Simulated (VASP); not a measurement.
# AlNi (Pm-3m) in VASP: single point with PBE

Aim: the single point of AlNi with PBE.

All numbers are computed with VASP 6.6.1; they aren't measurements. Logs are shortened: lines on timing, memory, paths and dates and some standing lists are left out, and cuts for length are marked.

## Step 1: The cell of the first run

Symmetry: Pm-3m, No. 221, cubic system. Conventional cell: a = 2.860 Å, b = 2.860 Å, c = 2.860 Å, α = 90.00°, β = 90.00°, γ = 90.00°. Al (site symmetry m-3m) has 8 Ni at 2.48 Å and 6 Al at 2.86 Å within 3.3 Å. Ni (site symmetry m-3m) has 8 Al at 2.48 Å and 6 Ni at 2.86 Å within 3.3 Å.

## Step 2: Single point, PBE

File INCAR:

```
SYSTEM = AlNi
PREC = Accurate
ENCUT = 600
EDIFF = 1E-6
ISMEAR = 0
SIGMA = 0.1
LREAL = .False.
LASPH = .True.
NELM = 120
ALGO = Normal
ISIF = 2
LWAVE = .False.
LCHARG = .False.
GGA = PE
NBANDS = 14
GGA_COMPAT = .False.
```

File KPOINTS:

```
Automatic mesh
0
Gamma
  6 6 6
  0 0 0
```

File POSCAR:

```
AlNi
1.0
    2.8597112900      0.0000000000      0.0000000000
    0.0000000000      2.8597112900      0.0000000000
    0.0000000000      0.0000000000      2.8597112900
Al Ni
1 1
Direct
    0.5000000000      0.5000000000      0.5000000000
    0.0000000000      0.0000000000      0.0000000000
```

Potentials or basis: VASP PAW PBE potentials, release 64 (Al, Ni).

On the command line:

```console
$ cat potpaw_PBE.64/Al/POTCAR potpaw_PBE.64/Ni/POTCAR > POTCAR
$ mpirun -np 1 vasp_std > vasp.out
```

OUTCAR:

```text
SYSTEM = AlNi
   PREC = Accurate
   ENCUT = 600
   EDIFF = 1E-6
   ISMEAR = 0
   LREAL = .False.
   LASPH = .True.
   NELM = 120
   ISIF = 2
   GGA = PE

 ion  position               nearest neighbor table
   1  0.500  0.500  0.500-   2 2.48   2 2.48   2 2.48   2 2.48   2 2.48   2 2.48   2 2.48   2 2.48

   2  0.000  0.000  0.000-   1 2.48   1 2.48   1 2.48   1 2.48   1 2.48   1 2.48   1 2.48   1 2.48

  LATTYP: Found a simple cubic cell.
 ALAT       =     2.8597112900

  Lattice vectors:

 A1 = (   2.8597112900,   0.0000000000,   0.0000000000)
 A2 = (   0.0000000000,   2.8597112900,   0.0000000000)
 A3 = (   0.0000000000,   0.0000000000,   2.8597112900)

Analysis of symmetry for initial positions (statically):
=====================================================================
 Subroutine PRICEL returns:
 Original cell was already a primitive cell.

 Routine SETGRP: Setting up the symmetry group for a
 simple cubic supercell.

 Subroutine GETGRP returns: Found 48 space group operations
 (whereof 48 operations were pure point group operations)
 out of a pool of 48 trial point group operations.

The static configuration has the point symmetry O_h .

Analysis of symmetry for dynamics (positions and initial velocities):
=====================================================================
 Subroutine PRICEL returns:
 Original cell was already a primitive cell.

 Routine SETGRP: Setting up the symmetry group for a
 simple cubic supercell.

 Subroutine GETGRP returns: Found 48 space group operations
 (whereof 48 operations were pure point group operations)
 out of a pool of 48 trial point group operations.

The dynamic configuration has the point symmetry O_h .

 Subroutine INISYM returns: Found 48 space group operations
 (whereof 48 operations are pure point group operations),
 and found     1 'primitive' translations

----------------------------------------------------------------------------------------

                                     Primitive cell

  volume of cell :      23.3866

  direct lattice vectors                    reciprocal lattice vectors
     2.859711290  0.000000000  0.000000000     0.349685650  0.000000000  0.000000000
     0.000000000  2.859711290  0.000000000     0.000000000  0.349685650  0.000000000
     0.000000000  0.000000000  2.859711290     0.000000000  0.000000000  0.349685650

  length of vectors
     2.859711290  2.859711290  2.859711290     0.349685650  0.349685650  0.349685650

  position of ions in fractional coordinates (direct lattice)
     0.500000000  0.500000000  0.500000000
     0.000000000  0.000000000  0.000000000

  ion indices of the primitive-cell ions
   primitive index   ion index
                 1           1
                 2           2

----------------------------------------------------------------------------------------

 KPOINTS: Automatic mesh

Automatic generation of k-mesh.
 Grid dimensions read from file:
 generate k-points for:    6    6    6

 Generating k-lattice:

  Cartesian coordinates                     Fractional coordinates (reciprocal lattice)
     0.058280942  0.000000000  0.000000000     0.166666667  0.000000000  0.000000000
     0.000000000  0.058280942  0.000000000     0.000000000  0.166666667  0.000000000
     0.000000000  0.000000000  0.058280942     0.000000000  0.000000000  0.166666667

  Length of vectors
     0.058280942  0.058280942  0.058280942

  Shift w.r.t. Gamma in fractional coordinates (k-lattice)
     0.000000000  0.000000000  0.000000000

 Subroutine IBZKPT returns following result:
 ===========================================

 Found     20 irreducible k-points:

 Following reciprocal coordinates:
            Coordinates               Weight
  0.000000  0.000000  0.000000      1.000000
  0.166667  0.000000  0.000000      6.000000
  0.333333  0.000000  0.000000      6.000000
  0.500000  0.000000  0.000000      3.000000
  0.166667  0.166667  0.000000     12.000000
  0.333333  0.166667  0.000000     24.000000
[... 12 lines left out ...]
  0.500000  0.500000  0.333333      6.000000
  0.500000  0.500000  0.500000      1.000000
   k-points           NKPTS =     20   k-points in BZ     NKDIM =     20   number of bands    NBANDS=     14
   number of dos      NEDOS =    301   number of ions     NIONS =      2
   total plane-waves  NPLWV =  13824
   dimension x,y,z NGX =    24 NGY =   24 NGZ =   24
   dimension x,y,z NGXF=    48 NGYF=   48 NGZF=   48
   ions per type =               1   1
   NGX,Y,Z   is equivalent  to a cutoff of  13.95, 13.95, 13.95 a.u.
   NGXF,Y,Z  is equivalent  to a cutoff of  27.90, 27.90, 27.90 a.u.
 SYSTEM =  AlNi
   PREC   = accura    normal or accurate (medium, high low for compatibility)
   ISTART =      0    job   : 0-new  1-cont  2-samecut
   ICHARG =      2    charge: 1-file 2-atom 10-const
   ISPIN  =      1    spin polarized calculation?
   LNONCOLLINEAR =      F non collinear calculations
   LSORBIT =      F    spin-orbit coupling
   LASPH  =      T    aspherical Exc in radial PAW
   ENCUT  =  600.0 eV  44.10 Ry    6.64 a.u.   5.71  5.71  5.71*2*pi/ulx,y,z
   NELM   =    120;   NELMIN=  2; NELMDL= -5     # of ELM steps
   EDIFF  = 0.1E-05   stopping-criterion for ELM
   LREAL  =      F    real-space projection
   EDIFFG = 0.1E-04   stopping-criterion for IOM
   NSW    =      0    number of steps for IOM
   IBRION =     -1    ionic relax: 0-MD 1-quasi-New 2-CG
   NFREE  =      0    steps in history (QN), initial steepest desc. (CG)
   ISIF   =      2    stress and relaxation
   ISYM   =      2    0-nonsym 1-usesym 2-fastsym
   POTIM  = 0.5000    time-step for ionic-motion
   TEBEG  =    0.0;   TEEND  =   0.0 temperature during run
   PSTRESS=    0.0 pullay stress
   NELECT =      13.0000    total number of electrons
   NUPDOWN=      -1.0000    fix difference up-down
   EMIN   =  10.00;   EMAX   =-10.00  energy-range for DOS
   EFERMI =   0.00;   METHOD = LEGACY
   ISMEAR =     0;   SIGMA  =   0.10  broadening in eV -4-tet -1-fermi 0-gaus
   EFERMI_NEDOS =   21; number of points for ismear=-14 and -15
   IALGO  =     38    algorithm
   IMIX   =      4    mixing-type and parameters
     AMIX     =   0.40;   BMIX     =  1.00
     AMIX_MAG =   1.60;   BMIX_MAG =  1.00
  volume/ion in A,a.u.               =      11.69        78.91
  Fermi-wavevector in a.u.,A,eV,Ry     =   1.346068  2.543700 24.652394  1.811900
  Thomas-Fermi vector in A             =   2.473930
   LORBIT       =      0    0 simple, 1 ext, 2 COOP (PROOUT), +10 PAW based schemes
   GGA     = PE    functional components
   LHFCALC =     F    Hartree Fock is set to
   AEXX    =    0.0000 exact exchange contribution
   IVDW    =     0    specifies the selected vdW correction
   LEPSILON=     F    determine dielectric tensor
   LRPA    =     F    only Hartree local field effects (RPA)
 non-spin polarized calculation
 Gauss-broadening in eV      SIGMA  =   0.10
  energy-cutoff  :      600.00
  volume of cell :       23.39
 maximum number of plane-waves:       804
 NGX is ok and might be reduce to    24
   NGX = 11   NGY = 11   NGZ = 11

 number of electron      13.0000010 magnetization

 Free energy of the ion-electron system (eV)
  ---------------------------------------------------
  ext. energy  EPLUGINS =         0.00000000
  ---------------------------------------------------
  free energy    TOTEN  =       -10.49693896 eV

  energy without entropy =      -10.48992626  energy(sigma->0) =      -10.49343261

 E-fermi :  10.3686     XC(G=0): -12.1564

 val. band max:       10.3566405515   @ k =   0.3333   0.1667   0.0000
 cond. band min:      10.6619625514   @ k =   0.3333   0.1667   0.1667
 fundamental gap:      0.3053219999
 Fermi energy:        10.3685813421

 k-point     1 :       0.0000    0.0000    0.0000
  band No.  band energies     occupation
      1      -0.9779      2.00000
      2       6.9721      2.00000
      3       6.9721      2.00000
      4       8.7147      2.00000
      5       8.7147      2.00000
      6       8.7147      2.00000
      7      15.9192      0.00000
      8      15.9192      0.00000
      9      15.9192      0.00000
     10      18.5170      0.00000
     11      18.5170      0.00000
     12      24.4676      0.00000
     13      31.5130      0.00000
     14      31.5130      0.00000

 k-point     2 :       0.1667    0.0000    0.0000
  band No.  band energies     occupation
      1      -0.4609      2.00000
      2       6.8876      2.00000
      3       7.0886      2.00000
      4       8.5112      2.00000
      5       8.5112      2.00000
      6       8.7373      2.00000
      7      12.7710      0.00000
      8      16.5824      0.00000
      9      16.5824      0.00000
     10      18.5397      0.00000
     11      21.0986      0.00000
     12      26.3549      0.00000
     13      28.0878      0.00000
     14      28.0878      0.00000

 k-point     3 :       0.3333    0.0000    0.0000
  band No.  band energies     occupation
      1       1.0451      2.00000
      2       5.8431      2.00000
      3       7.3335      2.00000
      4       8.1533      2.00000
      5       8.1533      2.00000
      6       8.7828      2.00000
      7      10.1624      1.99645
      8      18.3334      0.00000
      9      18.3334      0.00000
     10      18.5959      0.00000
     11      23.1188      0.00000
     12      24.2272      0.00000
     13      24.2272      0.00000
     14      27.1042      0.00000
[... 256 lines left out ...]
 k-point    19 :       0.5000    0.5000    0.3333
  band No.  band energies     occupation
      1       5.7593      2.00000
      2       6.2785      2.00000
      3       6.2785      2.00000
      4       8.5295      2.00000
      5       9.2813      2.00000
      6      10.8453      0.00000
      7      10.8453      0.00000
      8      12.0915      0.00000
      9      13.4070      0.00000
     10      16.7822      0.00000
     11      17.0393      0.00000
     12      17.0393      0.00000
     13      20.1804      0.00000
     14      34.9060      0.00000

 k-point    20 :       0.5000    0.5000    0.5000
  band No.  band energies     occupation
      1       6.1032      2.00000
      2       6.1032      2.00000
      3       6.1032      2.00000
      4       9.2890      2.00000
      5       9.2890      2.00000
      6      12.3072      0.00000
      7      12.3072      0.00000
      8      12.3072      0.00000
      9      14.2174      0.00000
     10      14.8559      0.00000
     11      14.8559      0.00000
     12      14.8559      0.00000
     13      18.2285      0.00000
     14      38.0092      0.00000

------------------------ aborting loop because EDIFF is reached ----------------------------------------

  FORCE on cell =-STRESS in cart. coord.  units (eV):
  Direction    XX          YY          ZZ          XY          YZ          ZX
  --------------------------------------------------------------------------------------
  -------------------------------------------------------------------------------------
  Total        0.9057040      0.9057040      0.9057040      0.0000000     -0.0000000      0.0000000
  in kB       62.0483576     62.0483576     62.0483576      0.0000000     -0.0000000      0.0000000
  external PRESSURE =      62.0483576 kB  Pullay stress =       0.0000000 kB

 VOLUME and BASIS-vectors are now :
 -----------------------------------------------------------------------------
  energy-cutoff  :      600.00
  volume of cell :       23.39
      direct lattice vectors                 reciprocal lattice vectors
     2.859711290  0.000000000  0.000000000     0.349685650  0.000000000  0.000000000
     0.000000000  2.859711290  0.000000000     0.000000000  0.349685650  0.000000000
     0.000000000  0.000000000  2.859711290     0.000000000  0.000000000  0.349685650

 POSITION                                       TOTAL-FORCE (eV/Angst)
 -----------------------------------------------------------------------------------
      1.42986      1.42986      1.42986         0.000000      0.000000      0.000000
      0.00000      0.00000      0.00000         0.000000      0.000000      0.000000
 -----------------------------------------------------------------------------------
    total drift:                                0.000000      0.000000      0.000000

  FREE ENERGIE OF THE ION-ELECTRON SYSTEM (eV)
  ---------------------------------------------------
  free  energy   TOTEN  =       -10.4969389569 eV

  energy  without entropy=      -10.4899262567  energy(sigma->0) =      -10.49343261
```

Run time: 5.7 s. Hardware: 1 thread of Intel Xeon Platinum 8259CL at 2.50GHz (Skylake/Cascade Lake), shared host; peak memory 0.14 GiB.

Results:

```yaml
Free_energy: -10.4969 eV
Pressure: 6.2 GPa
```

Caveat: the k points lie up to 0.37 Å⁻¹ apart. Spin polarisation is off, so any magnetic state and its effect on volume and gap are missing.
